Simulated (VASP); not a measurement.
# HfB (I4/mmm) in VASP: a series of runs, part 2 of 2

VASP 6.6.1. Earlier steps stand in the parts before.

## Step 3: Single point, PBE

This run uses another cell than the first one, of the same volume but with other edges.

INCAR reads:

```
SYSTEM = HfB
PREC = Accurate
ENCUT = 520
EDIFF = 1E-7
ISMEAR = 0
SIGMA = 0.15
LREAL = .FALSE.
LASPH = .TRUE.
NELM = 80
ALGO = Normal
ISIF = 2
LWAVE = .FALSE.
LCHARG = .FALSE.
GGA = PE
NBANDS = 14
```

KPOINTS reads:

```
regular mesh
0
G
  20 20 20
  0 0 0
```

POSCAR reads:

```
HfB
1.0
    0.0000000000      2.5094609714      1.9573795577
    2.5094609714      0.0000000000      1.9573795577
    2.5094609714      2.5094609714      0.0000000000
Hf B
1 1
Direct
    0.5000000000      0.5000000000      0.5000000000
    0.0000000000      0.0000000000      0.0000000000
```

Potentials or basis: VASP PAW PBE potentials, release 64 (Hf_pv, B).

Started as:

```console
$ cat potpaw_PBE.64/Hf_pv/POTCAR potpaw_PBE.64/B/POTCAR > POTCAR
$ mpirun -np 1 vasp_std > vasp.out
```

OUTCAR:

```text
SYSTEM = HfB
   PREC = Accurate
   ENCUT = 520
   EDIFF = 1E-7
   ISMEAR = 0
   LREAL = .FALSE.
   LASPH = .TRUE.
   NELM = 80
   ISIF = 2
   GGA = PE

 ion  position               nearest neighbor table
   1  0.500  0.500  0.500-   2 1.96   2 1.96   2 2.51   2 2.51   2 2.51   2 2.51
   2  0.000  0.000  0.000-   1 1.96   1 1.96   1 2.51   1 2.51   1 2.51   1 2.51

  LATTYP: Found a body centered tetragonal cell.
 ALAT       =     3.5489137400
 C/A-ratio  =     1.1030865787

  Lattice vectors:

 A1 = (   0.0000000000,  -2.5094609714,  -1.9573795577)
 A2 = (   0.0000000000,   2.5094609714,  -1.9573795577)
 A3 = (   2.5094609714,   0.0000000000,   1.9573795577)

Analysis of symmetry for initial positions (statically):
=====================================================================
 Subroutine PRICEL returns:
 Original cell was already a primitive cell.

 Routine SETGRP: Setting up the symmetry group for a
 body centered tetragonal supercell.

 Subroutine GETGRP returns: Found 16 space group operations
 (whereof 16 operations were pure point group operations)
 out of a pool of 16 trial point group operations.

The static configuration has the point symmetry D_4h.

Analysis of symmetry for dynamics (positions and initial velocities):
=====================================================================
 Subroutine PRICEL returns:
 Original cell was already a primitive cell.

 Routine SETGRP: Setting up the symmetry group for a
 body centered tetragonal supercell.

 Subroutine GETGRP returns: Found 16 space group operations
 (whereof 16 operations were pure point group operations)
 out of a pool of 16 trial point group operations.

The dynamic configuration has the point symmetry D_4h.

 Subroutine INISYM returns: Found 16 space group operations
 (whereof 16 operations are pure point group operations),
 and found     1 'primitive' translations

----------------------------------------------------------------------------------------

                                     Primitive cell

  volume of cell :      24.6528

[... 114 lines left out ...]
   LHFCALC =     F    Hartree Fock is set to
   AEXX    =    0.0000 exact exchange contribution
   IVDW    =     0    specifies the selected vdW correction
   LEPSILON=     F    determine dielectric tensor
   LRPA    =     F    only Hartree local field effects (RPA)
 non-spin polarized calculation
 Gauss-broadening in eV      SIGMA  =   0.15
  energy-cutoff  :      520.00
  volume of cell :       24.65
 maximum number of plane-waves:       690
   NGX = 11   NGY = 11   NGZ = 13

 number of electron      13.0000001 magnetization

 Free energy of the ion-electron system (eV)
  ---------------------------------------------------
  ext. energy  EPLUGINS =         0.00000000
  ---------------------------------------------------
  free energy    TOTEN  =       -15.57017534 eV

  energy without entropy =      -15.56151825  energy(sigma->0) =      -15.56584680

 E-fermi :   5.7034     XC(G=0): -12.2040

 val. band max:        5.7026700874   @ k =   0.3500   0.0000   0.1000
 cond. band min:       5.7079431089   @ k =  -0.1000   0.2500   0.1500
 fundamental gap:      0.0052730215
 Fermi energy:         5.7033663155

 k-point     1 :       0.0000    0.0000    0.0000
  band No.  band energies     occupation
      1     -23.6662      2.00000
      2     -23.2134      2.00000
      3     -23.2134      2.00000
      4      -4.3498      2.00000
      5       6.6698      0.00000
      6       6.6698      0.00000
      7       7.6835      0.00000
      8       8.3609      0.00000
      9       8.4975      0.00000
     10       8.4975      0.00000
     11       9.4403      0.00000
     12      11.3271      0.00000
     13      17.5396      0.00000
     14      20.2430      0.00000
[... 377 lines left out ...]
      1     -24.0711      2.00000
      2     -23.3792      2.00000
      3     -23.3764      2.00000
      4      -1.2989      2.00000
      5       2.3425      2.00000
      6       3.3861      2.00000
      7       5.0965      2.00000
      8      10.4631      0.00000
      9      10.6622      0.00000
     10      11.4469      0.00000
     11      15.5991      0.00000
     12      16.0328      0.00000
     13      17.1257      0.00000
     14      20.2552      0.00000

 [... further k-points ...]
[... 5 lines left out ...]
  --------------------------------------------------------------------------------------
  -------------------------------------------------------------------------------------
  Total        0.5442703      0.5442703     19.8022250      0.0000000      0.0000000      0.0000000
  in kB       35.3719746     35.3719746   1286.9410027      0.0000000      0.0000000      0.0000000
  external PRESSURE =     452.5616506 kB  Pullay stress =       0.0000000 kB

 VOLUME and BASIS-vectors are now :
 -----------------------------------------------------------------------------
  energy-cutoff  :      520.00
  volume of cell :       24.65
      direct lattice vectors                 reciprocal lattice vectors
     0.000000000  2.509460971  1.957379558    -0.199245976  0.199245976  0.255443559
     2.509460971  0.000000000  1.957379558     0.199245976 -0.199245976  0.255443559
     2.509460971  2.509460971  0.000000000     0.199245976  0.199245976 -0.255443559

 POSITION                                       TOTAL-FORCE (eV/Angst)
 -----------------------------------------------------------------------------------
      2.50946      2.50946      1.95738        -0.000000      0.000000      0.000000
      0.00000      0.00000      0.00000         0.000000      0.000000     -0.000000
 -----------------------------------------------------------------------------------
    total drift:                                0.000000     -0.000000      0.000000

  FREE ENERGIE OF THE ION-ELECTRON SYSTEM (eV)
  ---------------------------------------------------
  free  energy   TOTEN  =       -15.5701753435 eV

  energy  without entropy=      -15.5615182538  energy(sigma->0) =      -15.56584680
```

stdout:

```text
POSCAR found type information on POSCAR HfB
 POSCAR found :  2 types and       2 ions
 scaLAPACK will be used
 LDA part: xc-table for (Slater+PW92), standard interpolation
 POSCAR, INCAR and KPOINTS ok, starting setup
 FFT: planning ... GRIDC
 FFT: planning ... GRID_SOFT
 FFT: planning ... GRID
 WAVECAR not read
 entering main loop
```

It took 79 s on 1 thread of Intel Xeon 6975P-C (Granite Rapids), shared host; peak memory 0.34 GiB.

What came out:

```
Free energy : -15.5702 eV
Pressure    : 45.3 GPa
```

Levels at points of the mesh, in eV from the Fermi level:
| k point | band 4 | band 5 | band 6 | band 7 | band 8 | band 9 | band 10 | band 11 |
| --- | --- | --- | --- | --- | --- | --- | --- | --- |
| (0.00, 0.00, 0.00) | -10.05 | 0.97 | 0.97 | 1.98 | 2.66 | 2.79 | 2.79 | 3.74 |
| (0.50, 0.00, 0.00) | -5.55 | -3.99 | -2.80 | -2.21 | 4.78 | 7.27 | 7.59 | 8.20 |
| (0.50, 0.50, 0.00) | -7.16 | -2.04 | 0.65 | 0.65 | 1.59 | 6.27 | 6.52 | 6.52 |
| (0.50, 0.00, 0.50) | -7.61 | -2.28 | -1.23 | 1.93 | 3.81 | 4.25 | 5.87 | 7.35 |

Caveat: spin-orbit coupling is left out, which moves the levels of the heavy elements.

## Step 4: Single point, PBE

This run uses another cell than the first one, of the same volume but with other edges.

Edit INCAR of step 3 so:

```diff
@@ -3,3 +3,3 @@
 ENCUT = 520
-EDIFF = 1E-7
+EDIFF = 1E-6
 ISMEAR = 0
```

KPOINTS is that of step 3.

POSCAR reads:

```
HfB
1.0
    0.0000000000      2.1165613555      2.7515297622
    2.1165613555      0.0000000000      2.7515297622
    2.1165613555      2.1165613555      0.0000000000
Hf B
1 1
Direct
    0.5000000000      0.5000000000      0.5000000000
    0.0000000000      0.0000000000      0.0000000000
```

Potentials or basis: VASP PAW PBE potentials, release 64 (Hf_pv, B).

Started as:

```console
$ cat potpaw_PBE.64/Hf_pv/POTCAR potpaw_PBE.64/B/POTCAR > POTCAR
$ mpirun -np 1 vasp_std > vasp.out
```

OUTCAR:

```text
SYSTEM = HfB
   PREC = Accurate
   ENCUT = 520
   EDIFF = 1E-6
   ISMEAR = 0
   LREAL = .FALSE.
   LASPH = .TRUE.
   NELM = 80
   ISIF = 2
   GGA = PE

 ion  position               nearest neighbor table
   1  0.500  0.500  0.500-   2 2.12   2 2.12   2 2.12   2 2.12   2 2.75   2 2.75
   2  0.000  0.000  0.000-   1 2.12   1 2.12   1 2.12   1 2.12   1 2.75   1 2.75

  LATTYP: Found a body centered tetragonal cell.
 ALAT       =     2.9932697745
 C/A-ratio  =     1.8384776311

  Lattice vectors:

 A1 = (  -2.1165613555,   0.0000000000,   2.7515297622)
 A2 = (   2.1165613555,   0.0000000000,   2.7515297622)
 A3 = (   0.0000000000,   2.1165613555,  -2.7515297622)

Analysis of symmetry for initial positions (statically):
=====================================================================
 Subroutine PRICEL returns:
 Original cell was already a primitive cell.

 Routine SETGRP: Setting up the symmetry group for a
 body centered tetragonal supercell.

 Subroutine GETGRP returns: Found 16 space group operations
 (whereof 16 operations were pure point group operations)
 out of a pool of 16 trial point group operations.

The static configuration has the point symmetry D_4h.

Analysis of symmetry for dynamics (positions and initial velocities):
[... 173 lines left out ...]
      5       5.3954      0.05952
      6       6.3605      0.00000
      7       7.9989      0.00000
      8       8.7158      0.00000
      9       8.7158      0.00000
     10       9.7665      0.00000
     11       9.7665      0.00000
     12      10.8998      0.00000
     13      17.5058      0.00000
     14      20.4353      0.00000
[... 377 lines left out ...]
      1     -23.9565      2.00000
      2     -23.3922      2.00000
      3     -23.0001      2.00000
      4      -0.9305      2.00000
      5       2.5079      2.00000
      6       3.0925      2.00000
      7       3.9800      2.00000
      8      10.0470      0.00000
      9      10.7975      0.00000
     10      12.4855      0.00000
     11      14.3533      0.00000
     12      15.8088      0.00000
     13      20.4580      0.00000
     14      20.6360      0.00000

 [... further k-points ...]
[... 5 lines left out ...]
  --------------------------------------------------------------------------------------
  -------------------------------------------------------------------------------------
  Total       13.9437970     13.9437970     -3.5962290      0.0000000      0.0000000      0.0000000
  in kB      906.2034231    906.2034231   -233.7179080      0.0000000      0.0000000      0.0000000
  external PRESSURE =     526.2296460 kB  Pullay stress =       0.0000000 kB

 VOLUME and BASIS-vectors are now :
 -----------------------------------------------------------------------------
  energy-cutoff  :      520.00
  volume of cell :       24.65
      direct lattice vectors                 reciprocal lattice vectors
     0.000000000  2.116561356  2.751529762    -0.236232226  0.236232226  0.181717097
     2.116561356  0.000000000  2.751529762     0.236232226 -0.236232226  0.181717097
     2.116561356  2.116561356  0.000000000     0.236232226  0.236232226 -0.181717097

 POSITION                                       TOTAL-FORCE (eV/Angst)
 -----------------------------------------------------------------------------------
      2.11656      2.11656      2.75153        -0.000000     -0.000000     -0.000000
      0.00000      0.00000      0.00000         0.000000      0.000000      0.000000
 -----------------------------------------------------------------------------------
    total drift:                                0.000000      0.000000      0.000000

  FREE ENERGIE OF THE ION-ELECTRON SYSTEM (eV)
  ---------------------------------------------------
  free  energy   TOTEN  =       -15.5016250686 eV

  energy  without entropy=      -15.4860279117  energy(sigma->0) =      -15.49382649
```

OSZICAR:

```text
N       E                     dE             d eps       ncg     rms          rms(c)
DAV:   1     0.250420914906E+02    0.25042E+02   -0.70250E+03 18002   0.874E+02
DAV:   2    -0.164585709204E+02   -0.41501E+02   -0.39338E+02 22720   0.197E+02
DAV:   3    -0.174960785077E+02   -0.10375E+01   -0.10306E+01 22244   0.217E+01
DAV:   4    -0.174998290296E+02   -0.37505E-02   -0.37502E-02 21610   0.160E+00
DAV:   5    -0.174998506238E+02   -0.21594E-04   -0.21594E-04 22500   0.107E-01    0.738E+01
DAV:   6    -0.155884150388E+02    0.19114E+01   -0.34927E+00 22484   0.108E+01    0.445E+01
DAV:   7    -0.155401581436E+02    0.48257E-01   -0.11690E+00 23996   0.605E+00    0.962E+00
DAV:   8    -0.155016614383E+02    0.38497E-01   -0.13287E-01 19934   0.215E+00    0.836E-01
DAV:   9    -0.155016415253E+02    0.19913E-04   -0.43329E-03 23252   0.459E-01    0.240E-01
DAV:  10    -0.155016240992E+02    0.17426E-04   -0.11229E-04 21452   0.664E-02    0.116E-01
DAV:  11    -0.155016250686E+02   -0.96935E-06   -0.99808E-06 22420   0.208E-02
   1 F= -.15501625E+02 E0= -.15493826E+02  d E =-.155972E-01
```

stdout:

```text
POSCAR found type information on POSCAR HfB
 POSCAR found :  2 types and       2 ions
 scaLAPACK will be used
 LDA part: xc-table for (Slater+PW92), standard interpolation
 POSCAR, INCAR and KPOINTS ok, starting setup
 FFT: planning ... GRIDC
 FFT: planning ... GRID_SOFT
 FFT: planning ... GRID
 WAVECAR not read
 entering main loop
```

Run time: 96 s. Hardware: 1 thread of Intel Xeon 6975P-C (Granite Rapids), shared host; peak memory 0.34 GiB.

Results:

```
Free energy : -15.5016 eV
Pressure    : 52.6 GPa
```

Caveat: spin-orbit coupling is left out, which moves the levels of the heavy elements.

## Step 5: Single point, PBE

This run uses another cell than the first one, of the same volume but with other edges.

INCAR reads:

```
PREC = Accurate ; ENCUT = 520
EDIFF = 1E-6 ; ISMEAR = 0
SIGMA = 0.15 ; LREAL = False
LASPH = True ; NELM = 100
ALGO = Normal ; ISIF = 2
LWAVE = False ; LCHARG = True
GGA = PE ; LELF = True
LVHAR = True ; NBANDS = 14
```

KPOINTS reads:

```
Automatic mesh
0
Gamma
  20 20 20
```

POSCAR reads:

```
HfB
1.0
    0.0000000000      2.3751043994      2.1850960475
    2.3751043994      0.0000000000      2.1850960475
    2.3751043994      2.3751043994      0.0000000000
Hf B
1 1
Direct
    0.5000000000      0.5000000000      0.5000000000
    0.0000000000      0.0000000000      0.0000000000
```

Potentials or basis: VASP PAW PBE potentials, release 64 (Hf_pv, B).

Started as:

```console
$ cat potpaw_PBE.64/Hf_pv/POTCAR potpaw_PBE.64/B/POTCAR > POTCAR
$ mpirun -np 1 vasp_std > vasp.out
```

OUTCAR:

```text
PREC = Accurate
   ENCUT = 520
   EDIFF = 1E-6
   ISMEAR = 0
   LREAL = False
   LASPH = True
   NELM = 100
   ISIF = 2
   GGA = PE

 ion  position               nearest neighbor table
   1  0.500  0.500  0.500-   2 2.19   2 2.19   2 2.38   2 2.38   2 2.38   2 2.38
   2  0.000  0.000  0.000-   1 2.19   1 2.19   1 2.38   1 2.38   1 2.38   1 2.38

  LATTYP: Found a body centered tetragonal cell.
 ALAT       =     3.3589048537
 C/A-ratio  =     1.3010764774

  Lattice vectors:

 A1 = (   0.0000000000,  -2.3751043994,  -2.1850960475)
 A2 = (   0.0000000000,   2.3751043994,  -2.1850960475)
 A3 = (   2.3751043994,   0.0000000000,   2.1850960475)

Analysis of symmetry for initial positions (statically):
=====================================================================
 Subroutine PRICEL returns:
 Original cell was already a primitive cell.

 Routine SETGRP: Setting up the symmetry group for a
 body centered tetragonal supercell.

 Subroutine GETGRP returns: Found 16 space group operations
 (whereof 16 operations were pure point group operations)
 out of a pool of 16 trial point group operations.

The static configuration has the point symmetry D_4h.

[... 167 lines left out ...]
 k-point     1 :       0.0000    0.0000    0.0000
  band No.  band energies     occupation
      1     -23.2172      2.00000
      2     -23.1665      2.00000
      3     -23.1665      2.00000
      4      -4.4409      2.00000
      5       7.0257      0.00000
      6       7.0257      0.00000
      7       8.0253      0.00000
      8       8.8094      0.00000
      9       8.8745      0.00000
     10       8.8745      0.00000
     11       9.5643      0.00000
     12       9.5801      0.00000
     13      16.8809      0.00000
     14      18.6015      0.00000
[... 377 lines left out ...]
      1     -23.7937      2.00000
      2     -23.2663      2.00000
      3     -23.2457      2.00000
      4      -1.3283      2.00000
      5       2.4372      2.00000
      6       3.9235      2.00000
      7       4.5039      2.00000
      8      10.3955      0.00000
      9      10.6497      0.00000
     10      11.3258      0.00000
     11      15.9564      0.00000
     12      17.4632      0.00000
     13      17.7885      0.00000
     14      20.3092      0.00000

 [... further k-points ...]
[... 5 lines left out ...]
  --------------------------------------------------------------------------------------
  -------------------------------------------------------------------------------------
  Total        2.7582472      2.7582472      9.7278391      0.0000000      0.0000000      0.0000000
  in kB      179.2577076    179.2577076    632.2095111      0.0000000      0.0000000      0.0000000
  external PRESSURE =     330.2416421 kB  Pullay stress =       0.0000000 kB

 VOLUME and BASIS-vectors are now :
 -----------------------------------------------------------------------------
  energy-cutoff  :      520.00
  volume of cell :       24.65
      direct lattice vectors                 reciprocal lattice vectors
     0.000000000  2.375104399  2.185096048    -0.210517062  0.210517062  0.228822893
     2.375104399  0.000000000  2.185096048     0.210517062 -0.210517062  0.228822893
     2.375104399  2.375104399  0.000000000     0.210517062  0.210517062 -0.228822893

 POSITION                                       TOTAL-FORCE (eV/Angst)
 -----------------------------------------------------------------------------------
      2.37510      2.37510      2.18510        -0.000000     -0.000000      0.000000
      0.00000      0.00000      0.00000         0.000000      0.000000      0.000000
 -----------------------------------------------------------------------------------
    total drift:                                0.000000     -0.000000      0.000000

  FREE ENERGIE OF THE ION-ELECTRON SYSTEM (eV)
  ---------------------------------------------------
  free  energy   TOTEN  =       -16.9649480053 eV

  energy  without entropy=      -16.9531902340  energy(sigma->0) =      -16.95906912
```

stdout:

```text
POSCAR found type information on POSCAR HfB
 POSCAR found :  2 types and       2 ions
 scaLAPACK will be used
 LDA part: xc-table for (Slater+PW92), standard interpolation
 POSCAR, INCAR and KPOINTS ok, starting setup
 FFT: planning ... GRIDC
 FFT: planning ... GRID_SOFT
 FFT: planning ... GRID
 WAVECAR not read
 entering main loop
```

Run time: 84 s. Hardware: 1 thread of Intel Xeon 6975P-C (Granite Rapids), shared host; peak memory 0.33 GiB.

Results:

- Free energy: -16.9649 eV
- Pressure: 33.0 GPa

Stress tensor (GPa, compression positive):
```
17.93  0.00  0.00
 0.00 17.93  0.00
 0.00  0.00 63.22
```

Levels at points of the mesh, in eV from the Fermi level:
```tsv
k point	band 5	band 6	band 7	band 8	band 9	band 10
(0.00, 0.00, 0.00)	1.88	1.88	2.88	3.66	3.73	3.73
(0.50, 0.00, 0.00)	-4.02	-1.59	-1.33	6.14	6.95	7.73
(0.50, 0.50, 0.00)	-1.22	-0.12	1.92	1.92	6.37	7.78
(0.50, 0.00, 0.50)	-1.26	-1.05	2.37	2.90	5.92	7.40
```

Caveat: spin-orbit coupling is left out, which moves the levels of the heavy elements.

## Step 6: Summary

| cell | gap on the mesh (eV) | pressure (GPa) |
| --- | --- | --- |
| a = 3.396, b = 3.396, c = 3.074 Å, angles 63.1, 63.1, 53.8°, 2 atoms | none | 42.2 |
| a = 3.183, b = 3.183, c = 3.549 Å, angles 56.1, 56.1, 67.8°, 2 atoms | none | 45.3 |
| a = 3.471, b = 3.471, c = 2.993 Å, angles 64.5, 64.5, 51.1°, 2 atoms | none | 52.6 |
| a = 3.227, b = 3.227, c = 3.359 Å, angles 58.6, 58.6, 62.7°, 2 atoms | none | 33.0 |

Alike in all rows: task single point; level PBE; potentials or basis VASP PAW PBE potentials, release 64 (Hf_pv, B); no spin polarisation; k mesh 20 × 20 × 20; cutoff (eV) 520; smearing gaussian 0.15 eV.

Caveats: spin-orbit coupling is left out, which moves the levels of the heavy elements.

Absolute energies hang on the potentials; compare differences alone.
